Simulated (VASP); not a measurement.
**Mo: single point with RPBE**

The system is Mo.

```xyz
3
Lattice="4.7524 0.0000 0.0000 -2.3762 4.1157 0.0000 0.0000 0.0000 2.6091" Properties=species:S:1:pos:R:3 pbc="T T T"
Mo   -2.3762    4.1157    0.0000
Mo    0.0000    2.7438    1.3046
Mo    2.3762    1.3719    1.3046
```

This isn't the form of Mo at room conditions, which is bcc.

| Property | Result |
| --- | --- |
| Program | VASP 6.6.1 |
| Task | single point |
| Functional | RPBE |
| Potentials or basis | VASP PAW PBE potentials, release 64 (Mo_sv) |
| Cutoff | 520 eV |
| k mesh | 9 × 9 × 14 |
| Occupations | fermi-dirac, width 0.1 eV |
| Spin | no spin polarisation |
| Dipole correction | no |
| Further INCAR settings | ALGO = Normal; EDIFF = 1e-06; NBANDS = 28 |

```json
{
 "Pressure": "-7.8 GPa",
 "Band gap on the k mesh": "zero (bands 21 and 22 overlap by 1.26 eV)"
}
```

Stress tensor (GPa, compression positive):
```
-7.09  0.00  0.00
 0.00 -7.09  0.00
 0.00  0.00 -9.15
```

Levels at points of the mesh, in eV from the Fermi level:
```tsv
k point	band 18	band 19	band 20	band 21	band 22	band 23	band 24	band 25
(0.00, 0.00, 0.00)	-2.05	-1.99	-1.99	-0.46	-0.46	1.63	1.63	1.71
(0.00, 0.00, 0.50)	-1.44	-1.04	-1.04	0.08	0.08	2.20	2.20	2.84
```

It took 63 s on 1 thread of Intel(R) Xeon(R) Platinum 8488C (Sapphire Rapids), with other jobs on the host, peak memory 0.23 GiB.

Caveat: the cell stands under tension; the PAW data sets were made with another functional, which shifts forces and pressure a little.
